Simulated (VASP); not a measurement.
# HfB (Fm-3m) in VASP: a series of runs

Runs on HfB. Level: PBE. Tasks: single point.

Program: VASP 6.6.1. These are calculated values, not measurements. Logs are shortened: lines on timing, memory, paths and dates and some standing lists are left out, and cuts for length are marked.

**1. The cell of the first run**

Symmetry: Fm-3m, No. 225, cubic system. The conventional cell has a = 4.979 Å, b = 4.979 Å, c = 4.979 Å, α = 90.00°, β = 90.00°, γ = 90.00°. Hf (site symmetry m-3m) has 6 B at 2.49 Å within 3.3 Å. B (site symmetry m-3m) has 6 Hf at 2.49 Å within 3.3 Å.

**2. Single point, PBE (equal strain along all axes, cell held: +3.0 %)**

INCAR

```
PREC = Accurate
ENCUT = 520
EDIFF = 1E-6
ISMEAR = 0
SIGMA = 0.1
LREAL = False
LASPH = True
NELM = 100
ALGO = Normal
ISIF = 2
LWAVE = False
LCHARG = True
GGA = PE
LELF = True
LVHAR = True
NBANDS = 21
```

KPOINTS

```
regular mesh
0
Gamma
  12 12 10
```

POSCAR

```
HfB
1.0
    2.4894052549      2.4894052549      0.0000000000
   -2.4894052549      2.4894052549      0.0000000000
    0.0000000000      0.0000000000      4.9788105098
Hf B
2 2
Direct
    0.5000000000      0.5000000000      0.0000000000
    0.0000000000      0.0000000000      0.5000000000
    0.0000000000      0.0000000000      0.0000000000
    0.5000000000      0.5000000000      0.5000000000
```

Potentials or basis: VASP PAW PBE potentials, release 64 (Hf_pv, B).

Launch:

```sh
> cat potpaw_PBE.64/Hf_pv/POTCAR potpaw_PBE.64/B/POTCAR > POTCAR
> mpirun -np 1 vasp_std > vasp.out
```

OUTCAR:

```text
PREC = Accurate
   ENCUT = 520
   EDIFF = 1E-6
   ISMEAR = 0
   LREAL = False
   LASPH = True
   NELM = 100
   ISIF = 2
   GGA = PE

 ion  position               nearest neighbor table
   1  0.500  0.500  0.000-   3 2.49   4 2.49   4 2.49   3 2.49   3 2.49   3 2.49   2 3.52   2 3.52
                             2 3.52   2 3.52   2 3.52   2 3.52   2 3.52   2 3.52
   2  0.000  0.000  0.500-   3 2.49   4 2.49   3 2.49   4 2.49   4 2.49   4 2.49   1 3.52   1 3.52
                             1 3.52   1 3.52   1 3.52   1 3.52   1 3.52   1 3.52
   3  0.000  0.000  0.000-   1 2.49   2 2.49   2 2.49   1 2.49   1 2.49   1 2.49
   4  0.500  0.500  0.500-   1 2.49   2 2.49   1 2.49   2 2.49   2 2.49   2 2.49

  LATTYP: Found a simple tetragonal cell.
 ALAT       =     3.5205506737
 C/A-ratio  =     1.4142135624

  Lattice vectors:

 A1 = (   2.4894052549,   2.4894052549,   0.0000000000)
 A2 = (  -2.4894052549,   2.4894052549,   0.0000000000)
 A3 = (   0.0000000000,   0.0000000000,   4.9788105098)

Analysis of symmetry for initial positions (statically):
=====================================================================
 Subroutine PRICEL returns following result:

  LATTYP: Found a face centered cubic cell.
 ALAT       =     4.9788105098

  Lattice vectors:

 A1 = (   0.0000000000,  -2.4894052549,  -2.4894052549)
 A2 = (   2.4894052549,   0.0000000000,  -2.4894052549)
 A3 = (   2.4894052549,  -2.4894052549,   0.0000000000)

   2 primitive cells build up your supercell.

 Routine SETGRP: Setting up the symmetry group for a
 simple tetragonal supercell.

 Subroutine GETGRP returns: Found 16 space group operations
 (whereof 16 operations were pure point group operations)
 out of a pool of 16 trial point group operations.

The static configuration has the point symmetry D_4h.

Analysis of symmetry for dynamics (positions and initial velocities):
=====================================================================
 Subroutine PRICEL returns following result:

  LATTYP: Found a face centered cubic cell.
 ALAT       =     4.9788105098

  Lattice vectors:

 A1 = (   0.0000000000,  -2.4894052549,  -2.4894052549)
 A2 = (   2.4894052549,   0.0000000000,  -2.4894052549)
 A3 = (   2.4894052549,  -2.4894052549,   0.0000000000)

   2 primitive cells build up your supercell.

 Routine SETGRP: Setting up the symmetry group for a
 simple tetragonal supercell.

 Subroutine GETGRP returns: Found 16 space group operations
[... 96 lines left out ...]
   ICHARG =      2    charge: 1-file 2-atom 10-const
   ISPIN  =      1    spin polarized calculation?
   LNONCOLLINEAR =      F non collinear calculations
   LSORBIT =      F    spin-orbit coupling
   LASPH  =      T    aspherical Exc in radial PAW
   ENCUT  =  520.0 eV  38.22 Ry    6.18 a.u.   6.55  6.55  9.26*2*pi/ulx,y,z
   NELM   =    100;   NELMIN=  2; NELMDL= -5     # of ELM steps
   EDIFF  = 0.1E-05   stopping-criterion for ELM
   LREAL  =      F    real-space projection
   EDIFFG = 0.1E-04   stopping-criterion for IOM
   NSW    =      0    number of steps for IOM
   IBRION =     -1    ionic relax: 0-MD 1-quasi-New 2-CG
   NFREE  =      0    steps in history (QN), initial steepest desc. (CG)
   ISIF   =      2    stress and relaxation
   ISYM   =      2    0-nonsym 1-usesym 2-fastsym
   POTIM  = 0.5000    time-step for ionic-motion
   TEBEG  =    0.0;   TEEND  =   0.0 temperature during run
   PSTRESS=    0.0 pullay stress
   NELECT =      26.0000    total number of electrons
   NUPDOWN=      -1.0000    fix difference up-down
   EMIN   =  10.00;   EMAX   =-10.00  energy-range for DOS
   EFERMI =   0.00;   METHOD = LEGACY
   ISMEAR =     0;   SIGMA  =   0.10  broadening in eV -4-tet -1-fermi 0-gaus
   EFERMI_NEDOS =   21; number of points for ismear=-14 and -15
   IALGO  =     38    algorithm
   IMIX   =      4    mixing-type and parameters
     AMIX     =   0.40;   BMIX     =  1.00
     AMIX_MAG =   1.60;   BMIX_MAG =  1.00
  volume/ion in A,a.u.               =      15.43       104.11
  Fermi-wavevector in a.u.,A,eV,Ry     =   1.227299  2.319259 20.493947  1.506263
  Thomas-Fermi vector in A             =   2.362267
   LORBIT       =      0    0 simple, 1 ext, 2 COOP (PROOUT), +10 PAW based schemes
   GGA     = PE    functional components
   LHFCALC =     F    Hartree Fock is set to
   AEXX    =    0.0000 exact exchange contribution
   IVDW    =     0    specifies the selected vdW correction
   LEPSILON=     F    determine dielectric tensor
   LRPA    =     F    only Hartree local field effects (RPA)
 non-spin polarized calculation
 Gauss-broadening in eV      SIGMA  =   0.10
  energy-cutoff  :      520.00
  volume of cell :       61.71
 maximum number of plane-waves:      1696
 NGX is ok and might be reduce to    28
   NGX = 13   NGY = 13   NGZ = 19

 number of electron      25.9999996 magnetization

 Free energy of the ion-electron system (eV)
  ---------------------------------------------------
  ext. energy  EPLUGINS =         0.00000000
  ---------------------------------------------------
  free energy    TOTEN  =       -34.70946123 eV

  energy without entropy =      -34.69961953  energy(sigma->0) =      -34.70454038

 E-fermi :   3.7757     XC(G=0): -11.2693

 val. band max:        3.7684866676   @ k =   0.3333   0.0833   0.2000
 cond. band min:       3.7762911031   @ k =   0.5000   0.3333   0.3000
 fundamental gap:      0.0078044355
 Fermi energy:         3.7756908618

 k-point     1 :       0.0000    0.0000    0.0000
  band No.  band energies     occupation
      1     -25.9789      2.00000
      2     -25.8177      2.00000
      3     -25.8177      2.00000
      4     -25.7055      2.00000
      5     -25.7055      2.00000
      6     -25.6965      2.00000
[... 565 lines left out ...]
     20       9.9069      0.00000
     21      10.0239      0.00000

 [... further k-points ...]
[... 5 lines left out ...]
  --------------------------------------------------------------------------------------
  -------------------------------------------------------------------------------------
  Total       -4.9437789     -4.9437789     -4.9227219      0.0000000      0.0000000     -0.0000000
  in kB     -128.3579643   -128.3579643   -127.8112504      0.0000000      0.0000000     -0.0000000
  external PRESSURE =    -128.1757264 kB  Pullay stress =       0.0000000 kB

 VOLUME and BASIS-vectors are now :
 -----------------------------------------------------------------------------
  energy-cutoff  :      520.00
  volume of cell :       61.71
      direct lattice vectors                 reciprocal lattice vectors
     2.489405255  2.489405255  0.000000000     0.200851187  0.200851187  0.000000000
    -2.489405255  2.489405255  0.000000000    -0.200851187  0.200851187  0.000000000
     0.000000000  0.000000000  4.978810510     0.000000000  0.000000000  0.200851187

 POSITION                                       TOTAL-FORCE (eV/Angst)
 -----------------------------------------------------------------------------------
      0.00000      2.48941      0.00000        -0.000000     -0.000000     -0.000000
      0.00000      0.00000      2.48941        -0.000000      0.000000     -0.000000
      0.00000      0.00000      0.00000         0.000000     -0.000000     -0.000000
      0.00000      2.48941      2.48941         0.000000      0.000000      0.000000
 -----------------------------------------------------------------------------------
    total drift:                               -0.000000      0.000000     -0.000000

  FREE ENERGIE OF THE ION-ELECTRON SYSTEM (eV)
  ---------------------------------------------------
  free  energy   TOTEN  =       -34.7094612259 eV

  energy  without entropy=      -34.6996195300  energy(sigma->0) =      -34.70454038
```

stdout:

```text
POSCAR found type information on POSCAR HfB
 POSCAR found :  2 types and       4 ions
 scaLAPACK will be used
 LDA part: xc-table for (Slater+PW92), standard interpolation
 POSCAR, INCAR and KPOINTS ok, starting setup
 FFT: planning ... GRIDC
 FFT: planning ... GRID_SOFT
 FFT: planning ... GRID
 WAVECAR not read
 entering main loop
```

It took 4.2 min on 1 thread of Intel Xeon 8259CL, shared host; peak memory 0.33 GiB.

What came out:

| Quantity | Value |
| --- | --- |
| Free energy | -34.7095 eV |
| Pressure | -12.8 GPa |
| Band gap on the k mesh | zero (bands 13 and 14 overlap by 3.13 eV) |

Levels at points of the mesh, in eV from the Fermi level:
```
           k point  band 12  band 13  band 14  band 15  band 16  band 17
(0.00, 0.00, 0.00)     1.71     1.93     1.94     1.94     3.34     3.34
(0.50, 0.00, 0.00)    -1.04    -0.66    -0.66     3.82     3.82     5.32
(0.50, 0.50, 0.00)    -0.60     1.71     1.71     1.72     1.72     4.87
(0.00, 0.00, 0.50)     0.43     1.23     1.23     1.23     1.23     4.06
(0.50, 0.00, 0.50)    -1.02    -1.02    -1.02     5.11     5.11     5.11
(0.50, 0.50, 0.50)    -1.35    -1.20    -1.20     4.47     4.47     4.47
```

Caveat: the cell differs from its parent crystal (equal strain along all axes, cell held: +3.0 %); the cell stands under tension; spin-orbit coupling is left out, which moves the levels of the heavy elements.

**3. Single point, PBE (equal strain along all axes, cell held: +4.5 %)**

INCAR

```
ALGO = Normal
EDIFF = 1E-7
ENCUT = 520
GGA = PE
ISIF = 2
ISMEAR = 0
LASPH = True
LCHARG = True
LELF = True
LREAL = False
LVHAR = True
LWAVE = False
NBANDS = 21
NELM = 100
PREC = Accurate
SIGMA = 0.1
```

KPOINTS

```
k-points
0
Gamma
  12 12 10
```

POSCAR

```
HfB
1.0
    2.5256587295      2.5256587295      0.0000000000
   -2.5256587295      2.5256587295      0.0000000000
    0.0000000000      0.0000000000      5.0513174589
Hf B
2 2
Direct
    0.5000000000      0.5000000000      0.0000000000
    0.0000000000      0.0000000000      0.5000000000
    0.0000000000      0.0000000000      0.0000000000
    0.5000000000      0.5000000000      0.5000000000
```

Potentials or basis: VASP PAW PBE potentials, release 64 (Hf_pv, B).

Launch:

```sh
> cat potpaw_PBE.64/Hf_pv/POTCAR potpaw_PBE.64/B/POTCAR > POTCAR
> mpirun -np 1 vasp_std > vasp.out
```

Wall time 3.8 min (1 thread of Intel Xeon 8259CL, shared host); peak memory 0.33 GiB.

It converged, with:

| Property | Result |
| --- | --- |
| Free energy | -34.4490 eV |
| Pressure | -17.6 GPa |
| Band gap on the k mesh | zero (bands 13 and 14 overlap by 3.05 eV) |

Levels at points of the mesh, in eV from the Fermi level:
| k point | band 10 | band 11 | band 12 | band 13 | band 14 | band 15 | band 16 | band 17 | band 18 | band 19 |
| --- | --- | --- | --- | --- | --- | --- | --- | --- | --- | --- |
| (0.00, 0.00, 0.00) | -0.54 | 1.61 | 1.61 | 1.87 | 1.88 | 1.88 | 3.23 | 3.23 | 3.23 | 3.24 |
| (0.50, 0.00, 0.00) | -2.57 | -1.01 | -1.01 | -0.62 | -0.62 | 3.66 | 3.66 | 5.05 | 5.05 | 5.62 |
| (0.50, 0.50, 0.00) | -1.42 | -0.53 | -0.53 | 1.61 | 1.61 | 1.62 | 1.62 | 4.62 | 4.62 | 5.77 |
| (0.00, 0.00, 0.50) | -1.47 | 0.45 | 0.45 | 1.18 | 1.18 | 1.18 | 1.18 | 3.86 | 3.86 | 5.59 |
| (0.50, 0.00, 0.50) | -4.24 | -0.97 | -0.97 | -0.97 | -0.97 | 4.86 | 4.86 | 4.86 | 4.86 | 5.49 |
| (0.50, 0.50, 0.50) | -1.34 | -1.34 | -1.34 | -1.18 | -1.18 | 4.28 | 4.28 | 4.28 | 4.28 | 5.54 |

Caveat: the cell differs from its parent crystal (equal strain along all axes, cell held: +4.5 %); the cell stands under tension; spin-orbit coupling is left out, which moves the levels of the heavy elements.
